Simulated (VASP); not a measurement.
Input of a VASP 6.6.1 run:

INCAR

```
SYSTEM = WC
  PREC = Accurate
  ENCUT = 520
  EDIFF = 1E-6
  ISMEAR = 0
  SIGMA = 0.15
  LREAL = .False.
  LASPH = .True.
  NELM = 60
  ALGO = Normal
  ISIF = 2
  LWAVE = .False.
  LCHARG = .True.
  GGA = PE
  LELF = .True.
  LVHAR = .True.
  NBANDS = 16
```

Contents of KPOINTS:

```
regular mesh
0
Gamma
  18 18 16
  0 0 0
```

POSCAR

```
WC
1.0
    2.9005014360      0.0000000000      0.0000000000
   -1.4502507180      2.5119079273      0.0000000000
    0.0000000000      0.0000000000      2.8290000000
W C
1 1
Direct
    0.0000000000      0.0000000000      0.0000000000
    0.6134442020      0.3067221010      0.4600831515
```

Potentials or basis: VASP PAW PBE potentials, release 64 (W_sv, C).

Launch:

```bash
$ cat potpaw_PBE.64/W_sv/POTCAR potpaw_PBE.64/C/POTCAR > POTCAR
$ mpirun -np 1 vasp_std > vasp.out
```

Q: Predict the largest force.

A: 3.046 eV/Å.

Q: Predict the band gap on the k mesh.

A: Zero (bands 9 and 10 overlap by 0.92 eV).

Stress tensor (GPa, compression positive):
```
17.56  6.25  6.30
 6.25 10.34  3.64
 6.30  3.64 18.99
```

Caveat: the cell differs from its parent crystal (all C atoms moved +0.175 Å, as atom 2 towards its neighbour atom 1 (W) at 2.192 Å); the cell stands under pressure; spin-orbit coupling is left out, which moves the levels of the heavy elements; forces of over 1 eV/Å act on the atoms, so gaps and moduli don't describe the material at rest.
